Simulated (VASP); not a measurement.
Runs of VASP 6.6.1 on CdOs. The structure is that of space group Pm-3m (No. 221), or close to it. The cells are those of the table. 

| task | potentials or basis | cell | k mesh | cutoff (eV) | second run | gap on the mesh (eV) | pressure (GPa) | relaxed volume (Å³/atom) |
| --- | --- | --- | --- | --- | --- | --- | --- | --- |
| single point | VASP PAW PBE potentials, release 64 (Cd, Os) | a = 3.367 Å, 2 atoms | 6 × 6 × 6 | 520 | - | none | -15.4 | - |
| relaxation of cell and atoms | VASP PAW PBE potentials, release 64 (Cd_sv_GW, Os_sv_GW) | relaxed from a = 3.367 Å, 2 atoms | 6 × 6 × 6 | 540 | valence_matched | none | -0.3 | 16.71 |
| relaxation of cell and atoms | VASP PAW PBE potentials, release 64 (Cd, Os) | relaxed from a = 3.367 Å, 2 atoms | 6 × 6 × 6 | 600 | - | none | -0.2 | (a) |
| relaxation of cell and atoms | VASP PAW PBE potentials, release 64 (Cd, Os) | relaxed from a = 3.225 Å, 2 atoms | 18 × 18 × 18 | 600 | - | none | 0.0 | (b) |
| single point | VASP PAW PBE potentials, release 64 (Cd, Os) | a = 3.225 Å, 2 atoms | 6 × 6 × 6 | 520 | - | none | 1.2 | - |
| single point | VASP PAW PBE potentials, release 64 (Cd, Os) | a = 3.228 Å, 2 atoms | 18 × 18 × 18 | 520 | - | none | 1.2 | - |
| single point | VASP PAW PBE potentials, release 64 (Cd_sv_GW, Os_sv_GW) | a = 3.225 Å, 2 atoms | 6 × 6 × 6 | 540 | valence_matched | none | -2.3 | - |

Alike in all rows: level PBE; no spin polarisation; smearing gaussian 0.1 eV.

Estimate the missing entries.

(a) 16.91; (b) 16.92.

Caveats: spin-orbit coupling is left out, which moves the levels of the heavy elements.

A k mesh can miss the band edges, and the runs leave out spin-orbit coupling on Cd, Os.

A gap of «none» marks levels without a gap at the run's occupations.

The runs don't all hold the same shells in valence.
